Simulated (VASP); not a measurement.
# RuBr5 (I4/m) in VASP: single point with PBE

Aim: the single point of RuBr5 with PBE.

Program: VASP 6.6.1. These are calculated values, not measurements. Logs are shortened: lines on timing, memory, paths and dates and some standing lists are left out, and cuts for length are marked.

## (1) The cell of the first run

Symmetry: I4/m, No. 87, tetragonal system. The conventional cell has a = 8.474 Å, b = 8.474 Å, c = 5.280 Å, α = 90.00°, β = 90.00°, γ = 90.00°. Within 3.2 Å of Ru (site symmetry 4/m) lie 6 Br at 2.45 to 2.64 Å. Within 3.2 Å of Br (site symmetry m) lie 1 Ru at 2.45 Å. Within 3.6 Å of Br (site symmetry 4/m) lie 2 Ru at 2.64 Å and 8 Br at 3.60 Å.

## (2) Single point, PBE, collinear spin, ferromagnetic start

Contents of INCAR:

```
ALGO = Normal
EDIFF = 1E-6
ENCUT = 520
GGA = PE
ISIF = 2
ISMEAR = 0
ISPIN = 2
LASPH = True
LCHARG = False
LMAXMIX = 4
LORBIT = 11
LREAL = False
LWAVE = False
MAGMOM = 1 0 0 0 0 0
NBANDS = 38
NELM = 150
PREC = Accurate
SIGMA = 0.15
```

Contents of KPOINTS:

```
k-points
0
Gamma
  3 3 3
```

Contents of POSCAR:

```
RuBr5
1.0
   -4.2368053571      4.2368053571      2.6399055125
    4.2368053571     -4.2368053571      2.6399055125
    4.2368053571      4.2368053571     -2.6399055125
Ru Br
1 5
Direct
    0.0000000000      0.0000000000      0.0000000000
    0.0917011294      0.7263212336      0.8180223629
    0.2736787664      0.0917011294      0.3653798958
    0.9082988706      0.2736787664      0.1819776371
    0.7263212336      0.9082988706      0.6346201042
    0.5000000000      0.5000000000      0.0000000000
```

Potentials or basis: VASP PAW PBE potentials, release 64 (Ru_pv, Br).

Launch:

```bash
$ cat potpaw_PBE.64/Ru_pv/POTCAR potpaw_PBE.64/Br/POTCAR > POTCAR
$ mpirun -np 1 vasp_std > vasp.out
```

OUTCAR:

```text
EDIFF = 1E-6
   ENCUT = 520
   GGA = PE
   ISIF = 2
   ISMEAR = 0
   ISPIN = 2
   LASPH = True
   LORBIT = 11
   LREAL = False
   NELM = 150
   PREC = Accurate

 ion  position               nearest neighbor table
   1  0.000  0.000  0.000-   3 2.45   5 2.45   4 2.45   2 2.45   6 2.64   6 2.64
   2  0.092  0.726  0.818-   1 2.45
   3  0.274  0.092  0.365-   1 2.45
   4  0.908  0.274  0.182-   1 2.45
   5  0.726  0.908  0.635-   1 2.45
   6  0.500  0.500  0.000-   1 2.64   1 2.64

  LATTYP: Found a body centered tetragonal cell.
 ALAT       =     8.4736107142
 C/A-ratio  =     0.6230886930

  Lattice vectors:

 A1 = (  -4.2368053571,   4.2368053571,   2.6399055125)
 A2 = (   4.2368053571,  -4.2368053571,   2.6399055125)
 A3 = (   4.2368053571,   4.2368053571,  -2.6399055125)

Analysis of symmetry for initial positions (statically):
=====================================================================
 Subroutine PRICEL returns:
 Original cell was already a primitive cell.

 Routine SETGRP: Setting up the symmetry group for a
 body centered tetragonal supercell.

 Subroutine GETGRP returns: Found  8 space group operations
 (whereof  8 operations were pure point group operations)
 out of a pool of 16 trial point group operations.

The static configuration has the point symmetry C_4h.

Analysis of symmetry for dynamics (positions and initial velocities):
=====================================================================
 Subroutine PRICEL returns:
 Original cell was already a primitive cell.

 Routine SETGRP: Setting up the symmetry group for a
 body centered tetragonal supercell.

 Subroutine GETGRP returns: Found  8 space group operations
 (whereof  8 operations were pure point group operations)
 out of a pool of 16 trial point group operations.

The dynamic configuration has the point symmetry C_4h.

Analysis of structural, dynamic, and magnetic symmetry:
=====================================================================
 Subroutine PRICEL returns:
 Original cell was already a primitive cell.

 Routine SETGRP: Setting up the symmetry group for a
 body centered tetragonal supercell.

 Subroutine GETGRP returns: Found  8 space group operations
 (whereof  8 operations were pure point group operations)
 out of a pool of 16 trial point group operations.

The overall configuration has the point symmetry C_4h.

 Subroutine INISYM returns: Found  8 space group operations
 (whereof  8 operations are pure point group operations),
[... 119 lines left out ...]
  volume of cell :      189.55
 maximum number of plane-waves:      5124
 NGX is ok and might be reduce to    50
   NGX = 25   NGY = 25   NGZ = 25

 number of electron      49.0000001 magnetization       3.0747499

 Free energy of the ion-electron system (eV)
  ---------------------------------------------------
  ext. energy  EPLUGINS =         0.00000000
  ---------------------------------------------------
  free energy    TOTEN  =       -17.80427139 eV

  energy without entropy =      -17.71917271  energy(sigma->0) =      -17.76172205

 E-fermi :   0.1862     XC(G=0):  -8.2378

 val. band max:        0.1687469128   @ k =   0.3333   0.3333   0.0000
 cond. band min:       0.1973046427   @ k =  -0.3333   0.3333   0.3333
 fundamental gap:      0.0285577299
 Fermi energy:         0.1861693300

 spin component 1

 k-point     1 :       0.0000    0.0000    0.0000
  band No.  band energies     occupation
      1     -43.6788      1.00000
      2     -43.6788      1.00000
      3     -43.5315      1.00000
      4     -14.2771      1.00000
      5     -13.4977      1.00000
      6     -13.4803      1.00000
[... 223 lines left out ...]
     35       9.1800      0.00000
     36       9.3816      0.00000
 Fermi energy:         0.1861693300

 spin component 2

 k-point     1 :       0.0000    0.0000    0.0000
  band No.  band energies     occupation
      1     -42.3069      1.00000
      2     -42.3069      1.00000
      3     -42.0973      1.00000
      4     -14.1006      1.00000
      5     -13.3479      1.00000
      6     -13.2796      1.00000
[... 223 lines left out ...]
     35       9.4303      0.00000
     36      10.1036      0.00000
 [bands above 36 left out]

------------------------ aborting loop because EDIFF is reached ----------------------------------------

  FORCE on cell =-STRESS in cart. coord.  units (eV):
  Direction    XX          YY          ZZ          XY          YZ          ZX
  --------------------------------------------------------------------------------------
  -------------------------------------------------------------------------------------
  Total       -0.1452501     -0.1452501      0.2080233      0.0000000      0.0000000      0.0000000
  in kB       -1.2277262     -1.2277262      1.7583168      0.0000003      0.0000000      0.0000000
  external PRESSURE =      -0.2323786 kB  Pullay stress =       0.0000000 kB

 VOLUME and BASIS-vectors are now :
 -----------------------------------------------------------------------------
  energy-cutoff  :      520.00
  volume of cell :      189.55
      direct lattice vectors                 reciprocal lattice vectors
    -4.236805357  4.236805357  2.639905512     0.000000000  0.118013446  0.189400718
     4.236805357 -4.236805357  2.639905512     0.118013446  0.000000000  0.189400718
     4.236805357  4.236805357 -2.639905512     0.118013446  0.118013446  0.000000000

 POSITION                                       TOTAL-FORCE (eV/Angst)
 -----------------------------------------------------------------------------------
      0.00000      0.00000      0.00000         0.000000      0.000000      0.000000
      6.15456      0.77704      0.00000         0.069777     -0.024276     -0.000000
      0.77704      2.31905      0.00000        -0.024276     -0.069777     -0.000000
     -1.91776      3.45977      2.63991        -0.069777      0.024276     -0.000000
      3.45977      1.91776      2.63991         0.024276      0.069777      0.000000
      0.00000      0.00000      2.63991        -0.000000      0.000000      0.000000
 -----------------------------------------------------------------------------------
    total drift:                                0.000000      0.000000     -0.000000

  FREE ENERGIE OF THE ION-ELECTRON SYSTEM (eV)
  ---------------------------------------------------
  free  energy   TOTEN  =       -17.8042713873 eV

  energy  without entropy=      -17.7191727076  energy(sigma->0) =      -17.76172205

 total charge

# of ion       s       p       d       tot
------------------------------------------
    1        0.310   6.241   5.717  12.268
    2        1.625   3.148   0.022   4.795
    3        1.625   3.148   0.022   4.795
    4        1.625   3.148   0.022   4.795
    5        1.625   3.148   0.022   4.795
    6        1.624   3.162   0.027   4.813
--------------------------------------------------
tot          8.434  21.994   5.831  36.260

 magnetization (x)

# of ion       s       p       d       tot
------------------------------------------
    1        0.016   0.012   1.748   1.775
    2        0.008   0.184   0.001   0.193
    3        0.008   0.184   0.001   0.193
    4        0.008   0.184   0.001   0.193
    5        0.008   0.184   0.001   0.193
    6        0.007   0.078   0.002   0.087
--------------------------------------------------
tot          0.053   0.824   1.756   2.633
```

Wall time 2.5 min (1 thread of Intel Xeon Platinum 8259CL at 2.50GHz (Skylake/Cascade Lake), shared host); peak memory 0.45 GiB.

What came out:

```
Free energy                                           : -17.8043 eV
Pressure                                              : 0.0 GPa
Largest force                                         : 0.074 eV/Å
Net moment                                            : 3.07 μB per cell
Site moments                                          : Ru +1.77; Br +0.19, +0.09 (each value once) μB
Valence electrons inside the program's atomic spheres : Ru 12.27; Br 4.79, 4.81 (each value once)
```

Forces in eV/Å, atoms in the order of the input:
```
Ru   0.000  0.000  0.000
Br   0.070 -0.024  0.000
Br  -0.024 -0.070  0.000
Br  -0.070  0.024  0.000
Br   0.024  0.070  0.000
Br   0.000  0.000  0.000
```

Stress tensor (GPa, compression positive):
```
-0.12  0.00  0.00
 0.00 -0.12  0.00
 0.00  0.00  0.18
```

Caveat: the k points lie up to 0.47 Å⁻¹ apart.
